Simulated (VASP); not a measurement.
# WS (Pm-3m) in VASP: notebook, part 2 of 2

VASP 6.6.1. The steps go on from the part before.

## 4. Single point, PBE (volume scaled by 0.98)

The input, INCAR:

```
PREC = Accurate ; ENCUT = 520
EDIFF = 1E-6 ; ISMEAR = -1
SIGMA = 0.05 ; LREAL = F
LASPH = T ; NELM = 80
ALGO = Normal ; ISIF = 2
LWAVE = F ; LCHARG = F
GGA = PE ; NBANDS = 17
```

The input, KPOINTS:

```
Automatic mesh
0
Gamma
  8 8 8
```

The input, POSCAR:

```
WS
1.0
    3.4217279949      0.0000000000      0.0000000000
    0.0000000000      3.4217279949      0.0000000000
    0.0000000000      0.0000000000      3.4217279949
W S
1 1
Direct
    0.5000000000      0.5000000000      0.5000000000
    0.0000000000      0.0000000000      0.0000000000
```

Potentials or basis: VASP PAW PBE potentials, release 64 (W_sv, S).

On the command line:

```
$ cat potpaw_PBE.64/W_sv/POTCAR potpaw_PBE.64/S/POTCAR > POTCAR
$ mpirun -np 1 vasp_std > vasp.out
```

OUTCAR:

```text
PREC = Accurate
   ENCUT = 520
   EDIFF = 1E-6
   ISMEAR = -1
   LREAL = F
   LASPH = T
   NELM = 80
   ISIF = 2
   GGA = PE

 ion  position               nearest neighbor table
   1  0.500  0.500  0.500-   2 2.96   2 2.96   2 2.96   2 2.96   2 2.96   2 2.96   2 2.96   2 2.96

   2  0.000  0.000  0.000-   1 2.96   1 2.96   1 2.96   1 2.96   1 2.96   1 2.96   1 2.96   1 2.96

  LATTYP: Found a simple cubic cell.
 ALAT       =     3.4217279949

  Lattice vectors:

 A1 = (   3.4217279949,   0.0000000000,   0.0000000000)
 A2 = (   0.0000000000,   3.4217279949,   0.0000000000)
 A3 = (   0.0000000000,   0.0000000000,   3.4217279949)

Analysis of symmetry for initial positions (statically):
=====================================================================
 Subroutine PRICEL returns:
 Original cell was already a primitive cell.

 Routine SETGRP: Setting up the symmetry group for a
 simple cubic supercell.

 Subroutine GETGRP returns: Found 48 space group operations
 (whereof 48 operations were pure point group operations)
 out of a pool of 48 trial point group operations.

The static configuration has the point symmetry O_h .

Analysis of symmetry for dynamics (positions and initial velocities):
=====================================================================
 Subroutine PRICEL returns:
 Original cell was already a primitive cell.

 Routine SETGRP: Setting up the symmetry group for a
 simple cubic supercell.

 Subroutine GETGRP returns: Found 48 space group operations
 (whereof 48 operations were pure point group operations)
 out of a pool of 48 trial point group operations.

The dynamic configuration has the point symmetry O_h .

 Subroutine INISYM returns: Found 48 space group operations
 (whereof 48 operations are pure point group operations),
 and found     1 'primitive' translations
[... 103 lines left out ...]
   POTIM  = 0.5000    time-step for ionic-motion
   TEBEG  =    0.0;   TEEND  =   0.0 temperature during run
   PSTRESS=    0.0 pullay stress
   NELECT =      20.0000    total number of electrons
   NUPDOWN=      -1.0000    fix difference up-down
   EMIN   =  10.00;   EMAX   =-10.00  energy-range for DOS
   EFERMI =   0.00;   METHOD = LEGACY
   ISMEAR =    -1;   SIGMA  =   0.05  broadening in eV -4-tet -1-fermi 0-gaus
   EFERMI_NEDOS =   21; number of points for ismear=-14 and -15
   IALGO  =     38    algorithm
   IMIX   =      4    mixing-type and parameters
     AMIX     =   0.40;   BMIX     =  1.00
     AMIX_MAG =   1.60;   BMIX_MAG =  1.00
  volume/ion in A,a.u.               =      20.03       135.18
  Fermi-wavevector in a.u.,A,eV,Ry     =   1.298692  2.454171 22.947582  1.686600
  Thomas-Fermi vector in A             =   2.430004
   LORBIT       =      0    0 simple, 1 ext, 2 COOP (PROOUT), +10 PAW based schemes
   GGA     = PE    functional components
   LHFCALC =     F    Hartree Fock is set to
   AEXX    =    0.0000 exact exchange contribution
   IVDW    =     0    specifies the selected vdW correction
   LEPSILON=     F    determine dielectric tensor
   LRPA    =     F    only Hartree local field effects (RPA)
 non-spin polarized calculation
  energy-cutoff  :      520.00
  volume of cell :       40.06
 maximum number of plane-waves:      1108
 NGX is ok and might be reduce to    28
   NGX = 13   NGY = 13   NGZ = 13

 number of electron      20.0000006 magnetization

 Free energy of the ion-electron system (eV)
  ---------------------------------------------------
  ext. energy  EPLUGINS =         0.00000000
  ---------------------------------------------------
  free energy    TOTEN  =       -14.49255372 eV

  energy without entropy =      -14.46434434  energy(sigma->0) =      -14.47844903

 E-fermi :   7.3066     XC(G=0): -11.2433

 val. band max:        7.2968165614   @ k =   0.3750   0.3750   0.0000
 cond. band min:       7.3160452536   @ k =   0.3750   0.2500   0.0000
 fundamental gap:      0.0192286922
 Fermi energy:         7.3065751612

 k-point     1 :       0.0000    0.0000    0.0000
  band No.  band energies     occupation
      1     -67.5738      2.00000
      2     -31.6264      2.00000
      3     -31.6264      2.00000
      4     -31.6264      2.00000
      5      -7.3201      2.00000
      6       4.7732      2.00000
[... 457 lines left out ...]
      4     -31.6254      2.00000
      5      -5.8773      2.00000
      6       1.6046      2.00000
[... 9 lines left out ...]
     16      14.8713      0.00000
     17      17.2616      0.00000

 [... further k-points ...]
[... 5 lines left out ...]
  --------------------------------------------------------------------------------------
  -------------------------------------------------------------------------------------
  Total       -8.9004649     -8.9004649     -8.9004649      0.0000000      0.0000000     -0.0000000
  in kB     -355.9482184   -355.9482184   -355.9482184      0.0000000      0.0000000     -0.0000000
  external PRESSURE =    -355.9482184 kB  Pullay stress =       0.0000000 kB

 VOLUME and BASIS-vectors are now :
 -----------------------------------------------------------------------------
  energy-cutoff  :      520.00
  volume of cell :       40.06
      direct lattice vectors                 reciprocal lattice vectors
     3.421727995  0.000000000  0.000000000     0.292249998  0.000000000  0.000000000
     0.000000000  3.421727995  0.000000000     0.000000000  0.292249998  0.000000000
     0.000000000  0.000000000  3.421727995     0.000000000  0.000000000  0.292249998

 POSITION                                       TOTAL-FORCE (eV/Angst)
 -----------------------------------------------------------------------------------
      1.71086      1.71086      1.71086         0.000000      0.000000      0.000000
      0.00000      0.00000      0.00000         0.000000      0.000000      0.000000
 -----------------------------------------------------------------------------------
    total drift:                                0.000000      0.000000      0.000000

  FREE ENERGIE OF THE ION-ELECTRON SYSTEM (eV)
  ---------------------------------------------------
  free  energy   TOTEN  =       -14.4925537196 eV

  energy  without entropy=      -14.4643443421  energy(sigma->0) =      -14.47844903
```

It took 8.4 s on 1 thread of Intel Xeon 6975P-C (Granite Rapids), shared host; peak memory 0.16 GiB.

Results:

```yaml
Free_energy: -14.4926 eV
Pressure: -35.6 GPa
Band_gap_on_the_k_mesh: zero (band 10 reaches 9.27 eV, above the bottom of band 11 at 6.47 eV)
```

Caveat: spin-orbit coupling is left out, which moves the levels of the heavy elements.

## 5. Summary

| cell | gap on the mesh (eV) | pressure (GPa) |
| --- | --- | --- |
| a = 3.375 Å, 2 atoms | none | -35.3 |
| a = 3.398 Å, 2 atoms | none | -35.5 |
| a = 3.422 Å, 2 atoms | none | -35.6 |

Alike in all rows: task single point; level PBE; potentials or basis VASP PAW PBE potentials, release 64 (W_sv, S); no spin polarisation; k mesh 8 × 8 × 8; cutoff (eV) 520; smearing fermi-dirac 0.05 eV.

Caveats: spin-orbit coupling is left out, which moves the levels of the heavy elements.

Absolute energies hang on the potentials; compare differences alone.
